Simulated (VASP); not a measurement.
# ZrC (P1) in VASP: single point with PBE

Aim: the single point of ZrC with PBE.

Program: VASP 6.6.1. These are calculated values, not measurements. Logs are shortened: lines on timing, memory, paths and dates and some standing lists are left out, and cuts for length are marked.

## (1) The cell of the first run

The typed cell holds 4 atoms: a = 5.898 Å, b = 3.448 Å, c = 3.423 Å, α = 60.03°, β = 73.57°, γ = 91.01°.

## (2) Single point, PBE

INCAR reads:

```
SYSTEM = ZrC
PREC = Accurate
ENCUT = 520
EDIFF = 1E-6
ISMEAR = -1
SIGMA = 0.1
LREAL = .FALSE.
LASPH = .TRUE.
NELM = 60
ALGO = Normal
ISIF = 2
LWAVE = .FALSE.
LCHARG = .FALSE.
GGA = PE
NBANDS = 24
```

KPOINTS reads:

```
Automatic mesh
0
Gamma
  3 6 6
  0.5 0 0.5
```

POSCAR reads:

```
ZrC
1.0
   -2.4350740000      4.8254060000      2.3614330000
    2.4513750000     -0.0231690000      2.4240720000
    2.4301610000      2.4112230000     -0.0019540000
Zr C
2 2
Direct
    0.9784470000      0.9643410000      0.0265540000
    0.4416670000      0.4332070000      0.0701860000
    0.2296590000      0.8001810000      0.4377240000
    0.7512610000      0.2581670000      0.4555440000
```

Potentials or basis: VASP PAW PBE potentials, release 64 (Zr_sv, C).

Launch:

```
$ cat potpaw_PBE.64/Zr_sv/POTCAR potpaw_PBE.64/C/POTCAR > POTCAR
$ mpirun -np 1 vasp_std > vasp.out
```

OUTCAR:

```text
SYSTEM = ZrC
   PREC = Accurate
   ENCUT = 520
   EDIFF = 1E-6
   ISMEAR = -1
   LREAL = .FALSE.
   LASPH = .TRUE.
   NELM = 60
   ISIF = 2
   GGA = PE

 ion  position               nearest neighbor table
   1  0.978  0.964  0.027-   3 2.22   4 2.25   4 2.32   3 2.46   4 2.49   3 2.63   2 3.21   2 3.23
                             2 3.31   2 3.56   2 3.58   2 3.61
   2  0.442  0.433  0.070-   3 2.04   3 2.35   4 2.46   3 2.59   4 2.69   4 2.74   1 3.21   1 3.23
                             1 3.31   1 3.56   1 3.58   1 3.61
   3  0.230  0.800  0.438-   2 2.04   1 2.22   2 2.35   1 2.46   2 2.59   1 2.63
   4  0.751  0.258  0.456-   1 2.25   1 2.32   2 2.46   1 2.49   2 2.69   2 2.74

  LATTYP: Found a triclinic cell.
 ALAT       =     5.9311126492
 B/A-ratio  =     0.5771939277
 C/A-ratio  =     1.6249844260
 COS(alpha) =     0.0011083778
 COS(beta)  =     0.4125120603
 COS(gamma) =     0.8639788707

  Lattice vectors:

 A1 = (   2.4089470000,   4.8456150000,  -2.4279800000)
 A2 = (   2.4301610000,   2.4112230000,  -0.0019540000)
 A3 = (  -0.0587290000,   0.0665470000,  -9.6375570000)

Analysis of symmetry for initial positions (statically):
=====================================================================
 Subroutine PRICEL returns:
 Original cell was already a primitive cell.

 Routine SETGRP: Setting up the symmetry group for a
 triclinic supercell.

 Subroutine GETGRP returns: Found  1 space group operations
 (whereof  1 operations were pure point group operations)
 out of a pool of  2 trial point group operations.

The static configuration has the point symmetry C_1 .

Analysis of symmetry for dynamics (positions and initial velocities):
=====================================================================
 Subroutine PRICEL returns:
 Original cell was already a primitive cell.

 Routine SETGRP: Setting up the symmetry group for a
 triclinic supercell.

 Subroutine GETGRP returns: Found  1 space group operations
 (whereof  1 operations were pure point group operations)
 out of a pool of  2 trial point group operations.

The dynamic configuration has the point symmetry C_1 .

 Subroutine INISYM returns: Found  1 space group operations
 (whereof  1 operations are pure point group operations),
 and found     1 'primitive' translations

----------------------------------------------------------------------------------------

                                     Primitive cell

  volume of cell :      56.7728

  direct lattice vectors                    reciprocal lattice vectors
    -2.435074000  4.825406000  2.361433000    -0.102953021  0.103846800  0.105105165
     2.451375000 -0.023169000  2.424072000     0.100459530 -0.100997355  0.309972646
     2.430161000  2.411223000 -0.001954000     0.206997723  0.205935752 -0.207360886

  length of vectors
     5.898346740  3.447593545  3.423402205     0.180084919  0.341138717  0.358128648

  position of ions in fractional coordinates (direct lattice)
     0.978447000  0.964341000  0.026554000
     0.441667000  0.433207000  0.070186000
     0.229659000  0.800181000  0.437724000
     0.751261000  0.258167000  0.455544000

  ion indices of the primitive-cell ions
   primitive index   ion index
                 1           1
                 2           2
                 3           3
                 4           4

----------------------------------------------------------------------------------------

 KPOINTS: Automatic mesh

Automatic generation of k-mesh.
 Grid dimensions read from file:
 generate k-points for:    3    6    6

 Generating k-lattice:

  Cartesian coordinates                     Fractional coordinates (reciprocal lattice)
    -0.034317674  0.034615600  0.035035055     0.333333333 -0.000000000 -0.000000000
     0.016743255 -0.016832893  0.051662108     0.000000000  0.166666667 -0.000000000
     0.034499621  0.034322625 -0.034560148     0.000000000  0.000000000  0.166666667

  Length of vectors
     0.060028306  0.056856453  0.059688108

  Shift w.r.t. Gamma in fractional coordinates (k-lattice)
     0.500000000  0.000000000  0.500000000

 Subroutine IBZKPT returns following result:
 ===========================================

 Found     54 irreducible k-points:

 Following reciprocal coordinates:
            Coordinates               Weight
  0.166667 -0.000000  0.083333      2.000000
  0.500000 -0.000000  0.083333      2.000000
 -0.166667 -0.000000  0.083333      2.000000
  0.166667  0.166667  0.083333      2.000000
  0.500000  0.166667  0.083333      2.000000
 -0.166667  0.166667  0.083333      2.000000
[... 16 lines left out ...]
  0.500000  0.166667  0.250000      2.000000
 -0.166667  0.166667  0.250000      2.000000
 [... further k-points ...]
   k-points           NKPTS =     54   k-points in BZ     NKDIM =     54   number of bands    NBANDS=     24
   number of dos      NEDOS =    301   number of ions     NIONS =      4
   total plane-waves  NPLWV =  37632
   dimension x,y,z NGX =    48 NGY =   28 NGZ =   28
   dimension x,y,z NGXF=    96 NGYF=   56 NGZF=   56
   ions per type =               2   2
   NGX,Y,Z   is equivalent  to a cutoff of  13.53, 13.50, 13.60 a.u.
   NGXF,Y,Z  is equivalent  to a cutoff of  27.06, 27.00, 27.19 a.u.
 SYSTEM =  ZrC
   PREC   = accura    normal or accurate (medium, high low for compatibility)
   ISTART =      0    job   : 0-new  1-cont  2-samecut
   ICHARG =      2    charge: 1-file 2-atom 10-const
   ISPIN  =      1    spin polarized calculation?
   LNONCOLLINEAR =      F non collinear calculations
   LSORBIT =      F    spin-orbit coupling
   LASPH  =      T    aspherical Exc in radial PAW
   ENCUT  =  520.0 eV  38.22 Ry    6.18 a.u.  10.97  6.41  6.37*2*pi/ulx,y,z
   NELM   =     60;   NELMIN=  2; NELMDL= -5     # of ELM steps
   EDIFF  = 0.1E-05   stopping-criterion for ELM
   LREAL  =      F    real-space projection
   EDIFFG = 0.1E-04   stopping-criterion for IOM
   NSW    =      0    number of steps for IOM
   IBRION =     -1    ionic relax: 0-MD 1-quasi-New 2-CG
   NFREE  =      0    steps in history (QN), initial steepest desc. (CG)
   ISIF   =      2    stress and relaxation
   ISYM   =      2    0-nonsym 1-usesym 2-fastsym
   POTIM  = 0.5000    time-step for ionic-motion
   TEBEG  =    0.0;   TEEND  =   0.0 temperature during run
   PSTRESS=    0.0 pullay stress
   NELECT =      32.0000    total number of electrons
   NUPDOWN=      -1.0000    fix difference up-down
   EMIN   =  10.00;   EMAX   =-10.00  energy-range for DOS
   EFERMI =   0.00;   METHOD = LEGACY
   ISMEAR =    -1;   SIGMA  =   0.10  broadening in eV -4-tet -1-fermi 0-gaus
   EFERMI_NEDOS =   21; number of points for ismear=-14 and -15
   IALGO  =     38    algorithm
   IMIX   =      4    mixing-type and parameters
     AMIX     =   0.40;   BMIX     =  1.00
     AMIX_MAG =   1.60;   BMIX_MAG =  1.00
  volume/ion in A,a.u.               =      14.19        95.78
  Fermi-wavevector in a.u.,A,eV,Ry     =   1.352315  2.555506 24.881751  1.828757
  Thomas-Fermi vector in A             =   2.479664
   LORBIT       =      0    0 simple, 1 ext, 2 COOP (PROOUT), +10 PAW based schemes
   GGA     = PE    functional components
   LHFCALC =     F    Hartree Fock is set to
   AEXX    =    0.0000 exact exchange contribution
   IVDW    =     0    specifies the selected vdW correction
   LEPSILON=     F    determine dielectric tensor
   LRPA    =     F    only Hartree local field effects (RPA)
 non-spin polarized calculation
  energy-cutoff  :      520.00
  volume of cell :       56.77
 maximum number of plane-waves:      1547
 NGX is ok and might be reduce to    48
   NGX = 21   NGY = 13   NGZ = 13

 number of electron      32.0000000 magnetization

 Free energy of the ion-electron system (eV)
  ---------------------------------------------------
  ext. energy  EPLUGINS =         0.00000000
  ---------------------------------------------------
  free energy    TOTEN  =       -37.75938857 eV

  energy without entropy =      -37.75372580  energy(sigma->0) =      -37.75655718

 E-fermi :   8.7460     XC(G=0): -11.6480

 val. band max:        8.5100052272   @ k =   0.1667  -0.0000   0.0833
 cond. band min:       9.0780287871   @ k =   0.5000   0.3333   0.0833
 fundamental gap:      0.5680235599
 Fermi energy:         8.7459782705

 k-point     1 :       0.1667   -0.0000    0.0833
  band No.  band energies     occupation
      1     -39.8644      2.00000
      2     -39.6532      2.00000
      3     -18.2390      2.00000
      4     -17.7622      2.00000
      5     -17.7466      2.00000
      6     -17.5848      2.00000
[... 16 lines left out ...]
     23      13.2279      0.00000
     24      13.9439      0.00000

 k-point     2 :       0.5000   -0.0000    0.0833
  band No.  band energies     occupation
      1     -39.8597      2.00000
      2     -39.6582      2.00000
      3     -18.0948      2.00000
      4     -17.7906      2.00000
      5     -17.7436      2.00000
      6     -17.7065      2.00000
[... 16 lines left out ...]
     23      14.1542      0.00000
     24      14.7263      0.00000

 k-point     3 :      -0.1667   -0.0000    0.0833
  band No.  band energies     occupation
      1     -39.8628      2.00000
      2     -39.6549      2.00000
      3     -18.1978      2.00000
      4     -17.7715      2.00000
      5     -17.7476      2.00000
      6     -17.6114      2.00000
[... 16 lines left out ...]
     23      13.0882      0.00000
     24      14.0242      0.00000

 k-point     4 :       0.1667    0.1667    0.0833
  band No.  band energies     occupation
      1     -39.8574      2.00000
      2     -39.6496      2.00000
      3     -18.1938      2.00000
      4     -17.8404      2.00000
      5     -17.7519      2.00000
      6     -17.6244      2.00000
[... 16 lines left out ...]
     23      13.3736      0.00000
     24      14.2488      0.00000

 k-point     5 :       0.5000    0.1667    0.0833
  band No.  band energies     occupation
      1     -39.8538      2.00000
      2     -39.6534      2.00000
      3     -18.0892      2.00000
      4     -17.8659      2.00000
      5     -17.7589      2.00000
      6     -17.6959      2.00000
[... 16 lines left out ...]
     23      13.7886      0.00000
     24      14.7920      0.00000

 k-point     6 :      -0.1667    0.1667    0.0833
  band No.  band energies     occupation
      1     -39.8577      2.00000
      2     -39.6493      2.00000
      3     -18.2093      2.00000
      4     -17.8279      2.00000
      5     -17.7555      2.00000
      6     -17.6295      2.00000
[... 16 lines left out ...]
     23      13.5334      0.00000
     24      14.3746      0.00000
[... 379 lines left out ...]
 k-point    21 :      -0.1667    0.0000    0.2500
  band No.  band energies     occupation
      1     -39.8405      2.00000
      2     -39.6392      2.00000
      3     -18.1258      2.00000
      4     -18.0042      2.00000
      5     -17.8030      2.00000
      6     -17.7100      2.00000
[... 16 lines left out ...]
     23      14.4446      0.00000
     24      14.7525      0.00000

 k-point    22 :       0.1667    0.1667    0.2500
  band No.  band energies     occupation
      1     -39.8472      2.00000
      2     -39.6403      2.00000
      3     -18.1754      2.00000
      4     -17.9142      2.00000
      5     -17.8051      2.00000
      6     -17.7078      2.00000
[... 16 lines left out ...]
     23      14.4144      0.00000
     24      14.8753      0.00000

 k-point    23 :       0.5000    0.1667    0.2500
  band No.  band energies     occupation
      1     -39.8440      2.00000
      2     -39.6437      2.00000
      3     -18.1061      2.00000
      4     -17.9651      2.00000
      5     -17.7906      2.00000
      6     -17.6930      2.00000
[... 16 lines left out ...]
     23      13.9120      0.00000
     24      14.5056      0.00000

 k-point    24 :      -0.1667    0.1667    0.2500
  band No.  band energies     occupation
      1     -39.8452      2.00000
      2     -39.6424      2.00000
      3     -18.1432      2.00000
      4     -17.9221      2.00000
      5     -17.8023      2.00000
      6     -17.6982      2.00000
[... 16 lines left out ...]
     23      13.8619      0.00000
     24      14.3327      0.00000

 [... further k-points ...]

------------------------ aborting loop because EDIFF is reached ----------------------------------------

  FORCE on cell =-STRESS in cart. coord.  units (eV):
  Direction    XX          YY          ZZ          XY          YZ          ZX
  --------------------------------------------------------------------------------------
  -------------------------------------------------------------------------------------
  Total       -4.3460927     -3.6010064      1.1261197      0.1530652      1.2559991     -0.1384767
  in kB     -122.6504478   -101.6234760     31.7800583      4.3196308     35.4453673     -3.9079310
  external PRESSURE =     -64.1646219 kB  Pullay stress =       0.0000000 kB

 VOLUME and BASIS-vectors are now :
 -----------------------------------------------------------------------------
  energy-cutoff  :      520.00
  volume of cell :       56.77
      direct lattice vectors                 reciprocal lattice vectors
    -2.435074000  4.825406000  2.361433000    -0.102953021  0.103846800  0.105105165
     2.451375000 -0.023169000  2.424072000     0.100459530 -0.100997355  0.309972646
     2.430161000  2.411223000 -0.001954000     0.206997723  0.205935752 -0.207360886

 POSITION                                       TOTAL-FORCE (eV/Angst)
 -----------------------------------------------------------------------------------
      0.04590      4.76309      4.64812         1.200390     -2.003630     -0.720832
      0.15702      2.29042      2.09295        -1.718414      1.266405      4.465308
      2.46605      2.14511      2.48117        -0.223043      1.351595     -2.822468
     -0.08947      4.71758      2.39898         0.741068     -0.614370     -0.922008
 -----------------------------------------------------------------------------------
    total drift:                               -0.000120      0.000123     -0.000093

  FREE ENERGIE OF THE ION-ELECTRON SYSTEM (eV)
  ---------------------------------------------------
  free  energy   TOTEN  =       -37.7593885669 eV

  energy  without entropy=      -37.7537258001  energy(sigma->0) =      -37.75655718
```

It took 74 s on 1 thread of Intel Xeon Platinum 8259CL at 2.50GHz (Skylake/Cascade Lake), shared host; peak memory 0.21 GiB.

What came out:

- Free energy: -37.7594 eV
- Pressure: -6.4 GPa
- Largest force: 4.949 eV/Å
- Band gap on the k mesh: 0.57 eV, indirect (least direct gap 0.91 eV)

Forces in eV/Å, atoms in the order of the input:
```
Zr   1.200 -2.004 -0.721
Zr  -1.718  1.266  4.465
C   -0.223  1.352 -2.822
C    0.741 -0.614 -0.922
```

Stress tensor (GPa, compression positive):
```
-12.27   0.43  -0.39
  0.43 -10.16   3.54
 -0.39   3.54   3.18
```

Levels at points of the mesh, in eV from the valence-band top:
```
           k point  band 14  band 15  band 16  band 17  band 18  band 19
(0.17, 0.00, 0.08)    -1.11    -0.49     0.00     1.30     1.72     2.58
```

Caveat: forces of over 1 eV/Å act on the atoms, so gaps and moduli don't describe the material at rest.
